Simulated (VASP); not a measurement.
Here is a VASP 6.6.1 calculation.

The input INCAR:

```
SYSTEM = WSe2
PREC = Accurate
ENCUT = 520
EDIFF = 1E-6
ISMEAR = 0
SIGMA = 0.05
LREAL = .FALSE.
LASPH = .TRUE.
NELM = 100
ALGO = Normal
ISIF = 2
LWAVE = .FALSE.
LCHARG = .TRUE.
GGA = PS
LELF = .TRUE.
LVHAR = .TRUE.
NBANDS = 35
```

KPOINTS

```
regular mesh
0
G
  12 12 2
  0 0 0
```

Contents of POSCAR:

```
WSe2
1.0
    3.2899984505      0.0000000000      0.0000000000
   -1.6449992252      2.8492222365      0.0000000000
    0.0000000000      0.0000000000     12.9700000000
W Se
2 4
Direct
    0.3333333333      0.6666666667      0.2500000000
    0.6666666667      0.3333333333      0.7500000000
    0.3169824052      0.7113382332      0.6210000000
    0.6666666667      0.3333333333      0.1210000000
    0.3333333333      0.6666666667      0.8790000000
    0.6666666667      0.3333333333      0.3790000000
```

Potentials or basis: VASP PAW PBE potentials, release 64 (W_sv, Se).

The run is started by

```sh
$ cat potpaw_PBE.64/W_sv/POTCAR potpaw_PBE.64/Se/POTCAR > POTCAR
$ mpirun -np 1 vasp_std > vasp.out
```

(1) Estimate the largest force.

(2) Estimate the band gap on the k mesh.

(3) Predict the pressure.

Results:

(1) 1.564 eV/Å.

(2) 0.90 eV (least direct gap 1.50 eV).

(3) -0.4 GPa.

Caveat: the cell differs from its parent crystal (atom 3 (Se) moved -0.180 Å along Cartesian [1 -1 0]); the PAW data sets were made with another functional, which shifts forces and pressure a little; spin-orbit coupling is left out, which moves the levels of the heavy elements.
